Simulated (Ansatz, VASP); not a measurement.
CsI: VASP beside Ansatz

The input POSCAR:

```
CsI
1.0
    4.6080833777      0.0000000000      0.0000000000
    0.0000000000      4.6080833777      0.0000000000
    0.0000000000      0.0000000000      4.6080833777
Cs I
1 1
Direct
    0.0000000000      0.0000000000      0.0000000000
    0.5000000000      0.5000000000      0.5000000000
```

Contents of INCAR.step1:

```
SYSTEM = CsI
PREC     = Accurate       ! precision mode
ENCUT    = 400            ! plane-wave cutoff, eV
EDIFF    = 1E-5           ! SCF threshold, eV
ISMEAR   = 0              ! smearing method
SIGMA    = 0.01           ! smearing width, eV
LREAL    = .FALSE.        ! projectors in reciprocal space
LASPH    = .TRUE.         ! aspherical terms in the spheres
NELM     = 120            ! most SCF steps
ALGO     = Normal         ! electronic algorithm
ISIF     = 2              ! what is computed and relaxed
LWAVE    = .TRUE.         ! write WAVECAR
LCHARG   = .FALSE.        ! write CHGCAR
NBANDS   = 15             ! bands
GGA      = PE             ! functional
GGA_COMPAT= .FALSE.
```

File INCAR.step2:

```
SYSTEM = CsI
PREC     = Accurate       ! precision mode
ENCUT    = 400            ! plane-wave cutoff, eV
EDIFF    = 1E-6           ! SCF threshold, eV
ISMEAR   = 0              ! smearing method
SIGMA    = 0.01           ! smearing width, eV
LREAL    = .FALSE.        ! projectors in reciprocal space
LASPH    = .TRUE.         ! aspherical terms in the spheres
NELM     = 120            ! most SCF steps
ALGO     = Normal         ! electronic algorithm
ISIF     = 2              ! what is computed and relaxed
LWAVE    = .FALSE.        ! write WAVECAR
LCHARG   = .FALSE.        ! write CHGCAR
GGA      = PE             ! functional
LHFCALC  = .TRUE.         ! exact exchange
AEXX     = 0.2            ! exact-exchange fraction
HFSCREEN = 0.1            ! screening, 1/A
PRECFOCK = Normal       
NBANDS   = 15             ! bands
ISTART   = 1            
GGA_COMPAT= .FALSE.
```

Contents of KPOINTS:

```
Automatic mesh
0
G
  4 4 4
  0 0 0
```

Input for Ansatz:

```yaml
crystal:
  lattice:
    - [4.6080833777, 0.0, 0.0]
    - [0.0, 4.6080833777, 0.0]
    - [0.0, 0.0, 4.6080833777]
  atoms:
    - { symbol: Cs, position: [0.0, 0.0, 0.0] }
    - { symbol: I, position: [0.5, 0.5, 0.5] }
kpoints:
  mp_grid: { grid: [4, 4, 4] }
hamiltonian:
  xc: { exchange: pbe, correlation: pbe, exx: { coeff: 0.2, omega: 0.1 } }
scf:
  occupations: { method: fixed }
  n_extra_bands: 4
output:
  forces: true
  stress: true
  eigenvalues: true
```

Alike in both runs: task single point; functional PBE-based screened hybrid; k mesh 4 × 4 × 4; no spin polarisation.

|  | VASP | Ansatz |
| --- | --- | --- |
| version | VASP 6.6.1 | Ansatz 0.2.0 |
| potentials or method | VASP PAW PBE potentials, release 64 (Cs_sv, I) | plane waves |
| plane-wave cutoff (eV) | 400 | 420 |
| occupations | gaussian, width 0.01 eV | fixed |
| valence electrons in the cell | 16 | 26 |

|  | VASP | Ansatz | Ansatz less VASP |
| --- | --- | --- | --- |
| gap on the k mesh at the Fermi level (eV) | 4.83 | 4.85 | +0.013 |
| pressure (GPa) | 0.2 | 0.2 | +0.03 |

VASP's potentials were made for PBE, not for PBE-based screened hybrid. VASP's potentials hold 16 valence electrons a cell and Ansatz's 26, so a difference there can come from the potentials and not from the codes. Ansatz's warnings: stress exchange threshold loose, stress scf threshold loose.

Neither program's run includes spin-orbit coupling.
